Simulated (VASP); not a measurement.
Set up this calculation in VASP 6.6.1, as the native input.

| Item | Value |
| --- | --- |
| Task | relaxation of cell and atoms |
| Functional | LDA |
| Potentials or basis | VASP PAW LDA potentials, release 64 (Ni, Ge_d) |
| Cutoff | 600 eV |
| k mesh | 12 × 12 × 12 |
| Occupations | gaussian, width 0.1 eV |
| Spin | no spin polarisation |
| Dipole correction | no |
| Further INCAR settings | ALGO = Fast; EDIFF = 1e-06; IBRION = 2; EDIFFG = -0.005; NSW = 100; ISIF = 3 |

The structure of Ni3Ge lies in POSCAR:

```
Ni3Ge
1.0
    3.5303341067      0.0000000000      0.0000000000
    0.0000000000      3.5303341067      0.0000000000
    0.0000000000      0.0000000000      3.5303341067
Ni Ge
3 1
Direct
    0.5000000000      0.0000000000      0.5000000000
    0.0000000000      0.5000000000      0.5000000000
    0.5000000000      0.5000000000      0.0000000000
    0.0000000000      0.0000000000      0.0000000000
```

The input as run:

INCAR

```
PREC = Accurate ; ENCUT = 600
EDIFF = 1E-6 ; ISMEAR = 0
SIGMA = 0.1 ; LREAL = F
LASPH = T ; NELM = 80
ALGO = Fast ; ISIF = 3
LWAVE = F ; LCHARG = F
IBRION = 2 ; NSW = 100
EDIFFG = -0.005
```

KPOINTS

```
Automatic mesh
0
Gamma
  12 12 12
```

Potentials or basis: VASP PAW LDA potentials, release 64 (Ni, Ge_d).

Command:

```bash
$ cat potpaw_LDA.64/Ni/POTCAR potpaw_LDA.64/Ge_d/POTCAR > POTCAR
$ mpirun -np 1 vasp_std > vasp.out
```

It gave:

The relaxed volume is 10.63 Å³/atom, the relaxed cell is a = 3.490 Å, b = 3.490 Å, c = 3.490 Å, α = 90.00°, β = 90.00°, γ = 90.00° and the space group after relaxing (to 0.1 Å) is Pm-3m (No. 221). The energy gained by relaxing is 8.8 meV/atom. The ionic steps are 5, the pressure after relaxing is 0.1 GPa and the band gap on the k mesh is zero (bands 22 and 23 overlap by 0.24 eV).

It took 2.5 min on 1 thread of Intel(R) Xeon(R) 6975P-C (Granite Rapids), with other jobs on the host, peak memory 0.23 GiB.
